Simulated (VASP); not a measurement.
A run of VASP 6.6.1 is set up as follows.

File INCAR:

```
PREC = Accurate
ENCUT = 600
EDIFF = 1E-7
ISMEAR = -1
SIGMA = 0.1
LREAL = False
LASPH = True
NELM = 80
ALGO = Normal
ISIF = 3
LWAVE = False
LCHARG = False
GGA = PS
IBRION = 2
NSW = 100
EDIFFG = -0.002
PSTRESS = 40.0
```

The input KPOINTS:

```
regular mesh
0
Gamma
  14 14 14
```

File POSCAR:

```
ScAl
1.0
    3.3464246974      0.0000000000      0.0000000000
    0.0000000000      3.3464246974      0.0000000000
    0.0000000000      0.0000000000      3.3464246974
Sc Al
1 1
Direct
    0.5000000000      0.5000000000      0.5000000000
    0.0000000000      0.0000000000      0.0000000000
```

Potentials or basis: VASP PAW PBE potentials, release 64 (Sc_sv, Al).

The run is started by

```sh
$ cat potpaw_PBE.64/Sc_sv/POTCAR potpaw_PBE.64/Al/POTCAR > POTCAR
$ mpirun -np 1 vasp_std > vasp.out
```

Task: Estimate the relaxed cell.

Result: a = 3.298 Å, b = 3.298 Å, c = 3.298 Å, α = 90.00°, β = 90.00°, γ = 90.00°.

Task: Estimate the space group after relaxing (to 0.1 Å).

Result: Pm-3m (No. 221).

Final structure:
```yaml
crystal:
  lattice:
    - [3.29804, 0.00000, 0.00000]
    - [0.00000, 3.29804, 0.00000]
    - [0.00000, 0.00000, 3.29804]
  atoms:
    - { symbol: Sc, position: [0.50000, 0.50000, 0.50000] }
    - { symbol: Al, position: [0.00000, 0.00000, 0.00000] }
```
